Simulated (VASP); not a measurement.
A run of VASP 6.6.1:

Contents of INCAR:

```
ALGO = Normal
EDIFF = 1E-6
ENCUT = 520
GGA = PS
ISIF = 2
ISMEAR = 1
LASPH = T
LCHARG = T
LELF = T
LREAL = F
LVHAR = T
LWAVE = F
NBANDS = 20
NELM = 60
PREC = Accurate
SIGMA = 0.15
```

File KPOINTS:

```
k-points
0
Gamma
  4 4 4
```

POSCAR

```
CaH3Pd
1.0
    3.7067160000      0.0000000000      0.0000000000
    0.0000000000      3.7067160000      0.0000000000
    0.0000000000      0.0000000000      3.7067160000
Ca H Pd
1 3 1
Direct
    0.5000000000      0.5000000000      0.5000000000
    0.5000000000      0.0000000000      0.0000000000
    0.0000000000      0.5000000000      0.0000000000
    0.0000000000      0.0000000000      0.5000000000
    0.0000000000      0.0000000000      0.0000000000
```

Potentials or basis: VASP PAW PBE potentials, release 64 (Ca_sv, H, Pd).

Command:

```console
$ cat potpaw_PBE.64/Ca_sv/POTCAR potpaw_PBE.64/H/POTCAR potpaw_PBE.64/Pd/POTCAR > POTCAR
$ mpirun -np 1 vasp_std > vasp.out
```

Hardware: 1 thread of Intel(R) Xeon(R) Platinum 8488C (Sapphire Rapids), on a shared host.

Q: Estimate the wall time of this run.

A: Run time: 8.8 s on 1 thread of Intel(R) Xeon(R) Platinum 8488C (Sapphire Rapids), on a shared host, peak memory 0.16 GiB. Counts: scf iterations 14, k points 10.
